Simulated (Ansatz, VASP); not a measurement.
Two plane-wave programs on RbSi2

INCAR

```
SYSTEM = RbSi2
PREC     = Accurate       ! precision mode
ENCUT    = 520            ! plane-wave cutoff, eV
EDIFF    = 1E-6           ! SCF threshold, eV
ISMEAR   = 0              ! smearing method
SIGMA    = 0.1            ! smearing width, eV
LREAL    = .False.        ! projectors in reciprocal space
LASPH    = .True.         ! aspherical terms in the spheres
NELM     = 100            ! most SCF steps
ALGO     = Normal         ! electronic algorithm
ISIF     = 2              ! what is computed and relaxed
LWAVE    = .False.        ! write WAVECAR
LCHARG   = .True.         ! write CHGCAR
GGA      = PS             ! functional
LELF     = .True.         ! ELF
LVHAR    = .True.       
NBANDS   = 16             ! bands
```

File KPOINTS:

```
regular mesh
0
Gamma
  12 12 8
  0 0 0
```

The input POSCAR:

```
RbSi2
1.0
    3.9716658493      0.0000000000      0.0000000000
   -1.9858329247      3.4395635208      0.0000000000
    0.0000000000      0.0000000000      6.0474150687
Rb Si
1 2
Direct
    0.0000000000      0.0000000000      0.0000000000
    0.3333333333      0.6666666667      0.4489264928
    0.6666666667      0.3333333333      0.5510735072
```

Input for Ansatz:

```yaml
crystal:
  lattice:
    - [3.9716658493, 0.0, 0.0]
    - [-1.9858329247, 3.4395635208, 0.0]
    - [0.0, 0.0, 6.0474150687]
  atoms:
    - { symbol: Rb, position: [0.0, 0.0, 0.0] }
    - { symbol: Si, position: [0.3333333333, 0.6666666667, 0.4489264928] }
    - { symbol: Si, position: [0.6666666667, 0.3333333333, 0.5510735072] }
basis:
  ecutwfc: 420
kpoints:
  mp_grid: { grid: [12, 12, 8] }
  band_path:
    path:
      - [[0.0, 0.0, 0.0], [0.5, 0.0, 0.0], [0.33333333, 0.33333333, 0.0], [0.0, 0.0, 0.0], [0.0, 0.0, 0.5], [0.5, 0.0, 0.5], [0.33333333, 0.33333333, 0.5], [0.0, 0.0, 0.5]]
      - [[0.5, 0.0, 0.5], [0.5, 0.0, 0.0]]
      - [[0.33333333, 0.33333333, 0.5], [0.33333333, 0.33333333, 0.0]]
    npoints: 14
hamiltonian:
  xc: pbesol
scf:
  occupations: { method: gaussian, width: 0.1 }
  n_extra_bands: 7
output:
  forces: true
  stress: true
  eigenvalues: true
  populations: true
  dos: { projected: true, de: 0.02, nscf_kmesh: { grid: [15, 15, 10] } }
  bader: true
  write_density: true
  write_potential: true
  elf: true
  volumetric_format: npy
```

Alike in both runs: task single point; functional PBEsol; k mesh 12 × 12 × 8; occupations gaussian, width 0.1 eV; no spin polarisation.

|  | VASP | Ansatz |
| --- | --- | --- |
| version | VASP 6.6.1 | Ansatz 0.2.0 |
| potentials or method | VASP PAW PBE potentials, release 64 (Rb_sv, Si), cutoff 520 eV | scalar-relativistic, plane waves, PAW |
| valence electrons in the cell | 17 | 17 |

Ansatz gave:

```
gap on the k mesh at the Fermi level (eV)                     : none
pressure (GPa)                                                : -1.4
traceless stress, the component that is largest in VASP (GPa) : 0.09
rms of the force components (eV/Å)                            : 0.009
```

**Question.** What did VASP give for the same quantities?

**Answer.** gap on the k mesh at the Fermi level (eV): none; pressure (GPa): -1.4; traceless stress, the component that is largest in VASP (GPa): 0.07; rms of the force components (eV/Å): 0.009.

VASP's potentials were made for PBE, not for PBEsol. Atom by atom the forces differ by 0.000 eV/Å (rms over components). A gap of «none» marks a metal or a gap that the smearing closes. With one functional, cell and mesh, what is left measures potentials, basis and numerics.
